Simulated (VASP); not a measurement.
Tm3BF:

```xyz
5
Lattice="4.5408 0.0000 0.0000 0.0000 4.5408 0.0000 0.0000 0.0000 4.5408" Properties=species:S:1:pos:R:3 pbc="T T T"
Tm    2.2704    0.0000    0.0000
Tm    0.0000    2.2704    0.0000
Tm    0.0000    0.0000    2.2704
B     2.2704    2.2704    2.2704
F     0.0000    0.0000    0.0000
```

The cell was built from a structure type or drawn by symmetry, and may not be a known phase.

* Program: VASP 6.6.1
* Task: relaxation of cell and atoms
* Functional: PBE
* Potentials or basis: VASP PAW PBE potentials, release 64 (Tm, B, F)
* Cutoff: 600 eV
* k mesh: 8 × 8 × 8
* Occupations: gaussian, width 0.1 eV
* Spin: no spin polarisation

At the start: pressure 4.7 GPa; volume 18.72 Å³/atom.

Question: Where does the relaxation end?

Answer: Over 7 steps the energy falls by 17.4 meV/atom and the volume is 20.16 Å³/atom (+7.7 %); space group Pm-3m (No. 221, to 0.1 Å) before and after.

Step by step:
```
step  energy change (eV)  largest force (eV/Å)  pressure (GPa)  volume (Å³)
   1              0.0000                0.0000            4.68        93.62
   2             -0.0868                0.0000           -0.31       101.23
   3             -0.0869                0.0000            0.35       100.46
   4             -0.0871                0.0000            0.20       100.86
   5             -0.0870                0.0000           -0.23       101.01
   6             -0.0870                0.0000            0.23       100.58
   7             -0.0871                0.0000           -0.08       100.81
```

Final structure:
```xyz
5
Lattice="4.6541 0.0000 0.0000 0.0000 4.6541 0.0000 0.0000 0.0000 4.6541" Properties=species:S:1:pos:R:3 pbc="T T T"
Tm    2.3270    0.0000    4.6541
Tm    0.0000    2.3270    0.0000
Tm    0.0000    0.0000    2.3270
B     2.3270    2.3270    2.3270
F     0.0000    0.0000    0.0000
```

Caveat: an odd number of electrons without spin polarisation forces a metal; a magnetic or distorted state may lie lower; the run has no spin polarisation, though such a crystal can be magnetic; semilocal functionals describe open f shells poorly, which spoils levels, moments and volumes.
